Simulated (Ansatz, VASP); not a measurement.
**One calculation of TaPb2, two programs**

```
Ta Pb
1.0
    -1.89033    1.89033    4.95500
     1.89033   -1.89033    4.95500
     1.89033    1.89033   -4.95500
Ta Pb
1 2
Cartesian
  0.0000 0.0000 0.0000
  0.0000 0.0000 6.5086
  0.0000 0.0000 3.4014
```

Alike in both runs: functional PBE; k mesh 6 × 6 × 6; occupations gaussian, width 0.1 eV; no spin polarisation.

Ansatz relaxed the structure, and its values are those at the end. VASP's run is a single point on that final structure, the one shown.

|  | VASP | Ansatz |
| --- | --- | --- |
| version | VASP 6.6.1 | Ansatz 0.2.0 |
| potentials or method | VASP PAW PBE potentials, release 64 (Ta_pv, Pb_d), cutoff 520 eV | scalar-relativistic, plane waves, PAW |
| valence electrons in the cell | 39 | 41 |

```csv
,VASP,Ansatz,Ansatz less VASP
gap on the k mesh at the Fermi level (eV),none,none,-
pressure (GPa),0.0,0.0,+0.03
```

A gap of «none» marks a metal or a gap that the smearing closes. VASP's potentials hold 39 valence electrons a cell and Ansatz's 41, so a difference there can come from the potentials and not from the codes.

The k mesh is coarse, so the values compare programs but aren't converged. Neither program's run includes spin-orbit coupling.
